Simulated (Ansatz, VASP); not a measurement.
## BeSe in VASP and in Ansatz

```
Be Se
1.0
     0.00000    2.55050    2.55050
     2.55050    0.00000    2.55050
     2.55050    2.55050    0.00000
Be Se
1 1
Direct
  0.00000 0.00000 0.00000
  0.75000 0.75000 0.75000
```

Alike in both runs: task single point; functional PBEsol; k mesh 6 × 6 × 6; occupations gaussian, width 0.1 eV; no spin polarisation.

|  | VASP | Ansatz |
| --- | --- | --- |
| version | VASP 6.6.1 | Ansatz 0.2.0 |
| potentials or method | VASP PAW PBE potentials, release 64 (Be, Se), cutoff 600 eV | scalar-relativistic, plane waves, PAW |
| valence electrons in the cell | 8 | 18 |

```tsv
	VASP	Ansatz	Ansatz less VASP
gap on the k mesh at the Fermi level (eV)	2.41	2.43	+0.016
least direct gap on the mesh (eV)	4.41	4.40	-0.003
pressure (GPa)	1.7	1.4	-0.32
```

VASP's potentials were made for PBE, not for PBEsol. The functional is the same, so the differences come from potentials, cutoffs and numerics. VASP's potentials hold 8 valence electrons a cell and Ansatz's 18, so a difference there can come from the potentials and not from the codes.
